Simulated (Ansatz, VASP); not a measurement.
Two plane-wave programs on AlN

```
CELL_PARAMETERS angstrom
0.00000 2.18399 2.18399
2.18399 0.00000 2.18399
2.18399 2.18399 0.00000
ATOMIC_POSITIONS crystal
Al 0.00000 0.00000 0.00000
N 0.75000 0.75000 0.75000
```

Alike in both runs: task single point; functional LDA; k mesh 10 × 10 × 10; occupations gaussian, width 0.05 eV; no spin polarisation.

```csv
,VASP,Ansatz
version,VASP 6.6.1,Ansatz 0.2.0
potentials or method,"VASP PAW LDA potentials, release 64 (Al, N), cutoff 520 eV","scalar-relativistic, plane waves, PAW"
valence electrons in the cell,8,8
```

Ansatz gave:

```
gap on the k mesh at the Fermi level (eV) : 3.24
least direct gap on the mesh (eV)         : 4.23
pressure (GPa)                            : -3.6
```

Q: What did VASP give for the same quantities?

A: gap on the k mesh at the Fermi level (eV): 3.22; least direct gap on the mesh (eV): 4.23; pressure (GPa): -3.0.

LDA's correlation is that of Perdew and Zunger in VASP and of Perdew and Wang (1992) in Ansatz.
